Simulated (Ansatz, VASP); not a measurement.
HfN: VASP beside Ansatz

```
Hf N
1.0
     0.00000    2.45773    2.45773
     2.45773    0.00000    2.45773
     2.45773    2.45773    0.00000
Hf N
1 1
Direct
  0.00000 0.00000 0.00000
  0.75000 0.75000 0.75000
```

Alike in both runs: functional PBE; k mesh 14 × 14 × 14; occupations gaussian, width 0.1 eV; no spin polarisation.

Ansatz relaxed the structure, and its values are those at the end. VASP's run is a single point on that final structure, the one shown.

```csv
,VASP,Ansatz
version,VASP 6.6.1,Ansatz 0.2.0
potentials or method,"VASP PAW PBE potentials, release 64 (Hf_pv, N), cutoff 520 eV","scalar-relativistic, plane waves, PAW"
valence electrons in the cell,15,31
```

VASP gave:

```
gap on the k mesh at the Fermi level (eV) : none
pressure (GPa)                            : -1.1
```

**Question.** Estimate Ansatz's values.

**Answer.** gap on the k mesh at the Fermi level (eV): none; pressure (GPa): 0.0.

A gap of «none» marks a metal or a gap that the smearing closes. VASP's potentials hold 15 valence electrons a cell and Ansatz's 31, so a difference there can come from the potentials and not from the codes.

Spin-orbit coupling is off throughout.
